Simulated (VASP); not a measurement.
Input of a VASP 6.6.1 run:

INCAR

```
SYSTEM = CuO
  PREC = Accurate
  ENCUT = 520
  EDIFF = 1E-6
  ISMEAR = 0
  SIGMA = 0.3
  LREAL = .FALSE.
  LASPH = .TRUE.
  NELM = 80
  ALGO = Fast
  ISIF = 2
  LWAVE = .FALSE.
  LCHARG = .TRUE.
  GGA = PS
  LELF = .TRUE.
  LVHAR = .TRUE.
  NBANDS = 25
```

Contents of KPOINTS:

```
Automatic mesh
0
G
  14 14 8
  0 0 0
```

Contents of POSCAR:

```
CuO
1.0
    2.8795009639      0.0000000000      0.0000000000
    0.0390727580      2.8792794796      0.0000000000
    0.0174953863      0.0172449008      5.1763391994
Cu O
2 2
Direct
    0.5000000000      0.0000000000      0.5000000000
    0.0000000000      0.5000000000      0.0000000000
    0.0015760300      0.9983282200      0.2501129000
    0.9984239700      0.0016717800      0.7498871000
```

Potentials or basis: VASP PAW PBE potentials, release 64 (Cu, O).

Launch:

```console
$ cat potpaw_PBE.64/Cu/POTCAR potpaw_PBE.64/O/POTCAR > POTCAR
$ mpirun -np 1 vasp_std > vasp.out
```

(1) What does it give for the pressure?

(2) Estimate the band gap on the k mesh.

(3) Estimate the largest force.

Results:

(1) -1.4 GPa.

(2) zero (bands 17 and 18 overlap by 1.15 eV).

(3) 0.011 eV/Å.

Caveat: so wide a smearing shifts energies and pressures; the PAW data sets were made with another functional, which shifts forces and pressure a little; semilocal functionals often make such compounds metallic where correlation or magnetic order opens a gap, which also shifts bond lengths.
